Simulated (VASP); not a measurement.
The system is Al3Pd.

```
Al Pd
1.0
     3.29205    0.00000    0.00000
    -1.64603    2.85100    0.00000
     0.00000    0.00000    7.87812
Al Pd
3 1
Cartesian
  1.6460 0.9503 0.0000
  1.6460 0.9503 5.3255
  1.6460 0.9503 2.5527
  0.0000 0.0000 3.9391
```

| Item | Value |
| --- | --- |
| Program | VASP 6.6.1 |
| Task | relaxation of cell and atoms |
| Functional | PBE |
| Potentials or basis | VASP PAW PBE potentials, release 64 (Al, Pd) |
| Cutoff | 600 eV |
| k mesh | 6 × 6 × 2 |
| Occupations | gaussian, width 0.1 eV |
| Spin | no spin polarisation |

At the start: pressure 14.2 GPa; volume 18.49 Å³/atom.

Q: Where does the relaxation end?

A: Over 18 steps the energy falls by 397.6 meV/atom and the volume is 17.27 Å³/atom (-6.6 %); space group P-6m2 (No. 187, to 0.05 Å).

The path:
```csv
step,energy change (eV),largest force (eV/Å),pressure (GPa),volume (Å³)
1,0.0000,2.4578,14.19,73.94
2,-0.4020,0.1485,-7.79,92.84
3,-0.6203,0.5709,-2.16,84.89
4,-0.6206,0.6028,-1.92,84.65
5,-0.7882,0.6117,-2.75,83.17
6,-1.1650,0.5535,-4.82,79.21
7,-1.4787,0.3526,-3.21,70.28
8,-1.5020,0.0829,-5.04,73.14
9,-1.5378,0.0194,2.83,66.42
10,-1.5643,0.0188,-0.56,68.93
11,-1.5741,0.0184,-0.30,68.93
12,-1.5790,0.0562,0.94,68.87
13,-1.5861,0.0738,-0.03,68.92
14,-1.5896,0.0660,0.39,68.90
15,-1.5900,0.0695,0.27,68.91
16,-1.5900,0.0687,0.30,68.91
17,-1.5900,0.0013,-0.23,69.29
18,-1.5903,0.0340,0.04,69.09
```

Final structure:
```cif
data_structure
_symmetry_space_group_name_H-M 'P 1'
_symmetry_Int_Tables_number 1
_cell_length_a 2.9443
_cell_length_b 2.9443
_cell_length_c 9.2033
_cell_angle_alpha 90.000
_cell_angle_beta 90.000
_cell_angle_gamma 120.000
_cell_volume 69.09
loop_
_atom_site_label
_atom_site_type_symbol
_atom_site_fract_x
_atom_site_fract_y
_atom_site_fract_z
_atom_site_occupancy
Al1 Al 0.66667 0.33333 0.00000 1
Al2 Al 0.66667 0.33333 0.71480 1
Al3 Al 0.66667 0.33333 0.28520 1
Pd1 Pd 0.00000 0.00000 0.50000 1
```

Caveat: the k points lie up to 0.41 Å⁻¹ apart in the final cell.
